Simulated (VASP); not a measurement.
A run of VASP 6.6.1 is set up as follows.

Contents of INCAR:

```
ALGO = Normal ; EDIFF = 1E-6
ENCUT = 520 ; GGA = PE
ISIF = 2 ; ISMEAR = 0
IVDW = 12 ; LASPH = True
LCHARG = True ; LELF = True
LREAL = False ; LVHAR = True
LWAVE = False ; NBANDS = 11
NELM = 100 ; PREC = Accurate
SIGMA = 0.05
```

File KPOINTS:

```
k-points
0
Gamma
  15 15 15
```

POSCAR

```
C
1.0
    1.2324984681      0.7115833223      3.3613878357
   -1.2324984681      0.7115833223      3.3613878357
    0.0000000000     -1.4231666447      3.3613878357
C
2
Direct
    0.1782985334      0.1782985334      0.1361390293
    0.8217014666      0.8217014666      0.8638609707
```

Potentials or basis: VASP PAW PBE potentials, release 64 (C).

Run with:

```sh
$ cat potpaw_PBE.64/C/POTCAR > POTCAR
$ mpirun -np 1 vasp_std > vasp.out
```

Estimate the band gap on the k mesh.

0.41 eV, indirect (the least direct gap lies 2.0 meV higher).

Predict the largest force.

5.520 eV/Å.

What does it give for the dispersion energy per atom?

-0.156 eV.

Estimate the pressure.

5.9 GPa.

Forces in eV/Å, atoms in the order of the input:
```
C    0.000 -5.472  0.724
C    0.000  5.472 -0.724
```

Caveat: the cell differs from its parent crystal (mode 4 frozen in at -0.024 Å and mode 6 at +0.060 Å (largest displacements)); forces of over 1 eV/Å act on the atoms, so gaps and moduli don't describe the material at rest. A k mesh can miss the band edges.
